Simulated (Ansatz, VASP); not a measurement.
## SiGe5: VASP beside Ansatz

```
CELL_PARAMETERS angstrom
0.00000 0.00000 -5.70502
2.01647 -6.04874 2.85251
-8.06587 0.00000 0.00000
ATOMIC_POSITIONS crystal
Si 0.00002 0.00000 0.50000
Si 0.00002 0.00000 0.00000
Ge 0.33391 0.66781 0.66695
Ge 0.33391 0.66781 0.16695
Ge 0.91798 0.32752 0.58188
Ge 0.91798 0.32752 0.08188
Ge 0.66611 0.33219 0.83305
Ge 0.66611 0.33219 0.33305
Ge 0.59046 0.67248 0.91812
Ge 0.59046 0.67248 0.41812
Ge 0.24153 0.00000 0.75000
Ge 0.24153 0.00000 0.25000
```

Alike in both runs: task single point; functional PBE; k mesh 4 × 4 × 4; occupations gaussian, width 0.2 eV; no spin polarisation.

|  | VASP | Ansatz |
| --- | --- | --- |
| version | VASP 6.6.1 | Ansatz 0.2.0 |
| potentials or method | VASP PAW PBE potentials, release 64 (Si, Ge_d), cutoff 520 eV | scalar-relativistic, plane waves, PAW |
| valence electrons in the cell | 148 | 148 |

|  | VASP | Ansatz | Ansatz less VASP |
| --- | --- | --- | --- |
| gap on the k mesh at the Fermi level (eV) | 0.14 | 0.13 | -0.004 |
| least direct gap on the mesh (eV) | 0.14 | 0.13 | -0.004 |
| pressure (GPa) | 0.0 | 0.0 | +0.02 |
| rms of the force components (eV/Å) | 0.003 | 0.002 | -0.0014 |

Atom by atom the forces differ by 0.002 eV/Å (rms over components).
